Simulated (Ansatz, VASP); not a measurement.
**Be in VASP and in Ansatz**

The input INCAR:

```
SYSTEM = Be
PREC = Accurate
ENCUT = 520
EDIFF = 1E-6
ISMEAR = -1
SIGMA = 0.03
LREAL = .FALSE.
LASPH = .TRUE.
NELM = 100
ALGO = Normal
ISIF = 2
LWAVE = .FALSE.
LCHARG = .TRUE.
GGA = PE
LELF = .TRUE.
LVHAR = .TRUE.
NBANDS = 7
```

The input KPOINTS:

```
Automatic mesh
0
G
  23 23 23
  0 0 0
```

File POSCAR:

```
Be
1.0
   -1.2280585323      1.2280585323      1.2531209513
    1.2280585323     -1.2280585323      1.2531209513
    1.2280585323      1.2280585323     -1.2531209513
Be
1
Direct
    0.0000000000      0.0000000000      0.0000000000
```

Input for Ansatz:

```yaml
crystal:
  lattice:
    - [-1.2280585323, 1.2280585323, 1.2531209513]
    - [1.2280585323, -1.2280585323, 1.2531209513]
    - [1.2280585323, 1.2280585323, -1.2531209513]
  atoms:
    - { symbol: Be, position: [0.0, 0.0, 0.0] }
kpoints:
  mp_grid: { grid: [23, 23, 23] }
  band_path:
    path:
      - [0.0, 0.0, 0.0]
      - [0.0, 0.0, 0.5]
      - [0.25, 0.25, 0.25]
      - [0.0, 0.5, 0.0]
      - [0.0, 0.0, 0.0]
      - [0.5, 0.5, -0.5]
      - [0.4901, 0.5099, -0.4901]
      - [-0.4901, 0.4901, 0.4901]
      - [0.0, 0.0, 0.0]
    npoints: 5
scf:
  occupations: { method: fermi_dirac, width: 0.03 }
hamiltonian:
  xc: pbe
  pseudopotentials: { kind: all_electron, lapw: { basis_error: 0.00025 } }
output:
  forces: true
  stress: true
  eigenvalues: true
```

Change from the starting cell: equal xx and yy strain of -2 %.

Alike in both runs: task single point; functional PBE; k mesh 23 × 23 × 23; occupations fermi-dirac, width 0.03 eV; no spin polarisation.

|  | VASP | Ansatz |
| --- | --- | --- |
| version | VASP 6.6.1 | Ansatz 0.2.0 |
| potentials or method | VASP PAW PBE potentials, release 64 (Be), cutoff 520 eV | all-electron LAPW, scalar-relativistic |

```tsv
	VASP	Ansatz	Ansatz less VASP
pressure (GPa)	4.6	4.4	-0.22
traceless stress, the component that is largest in VASP (GPa)	0.57	0.57	+0.001
```

Ansatz ran all-electron here, and VASP with PAW potentials.
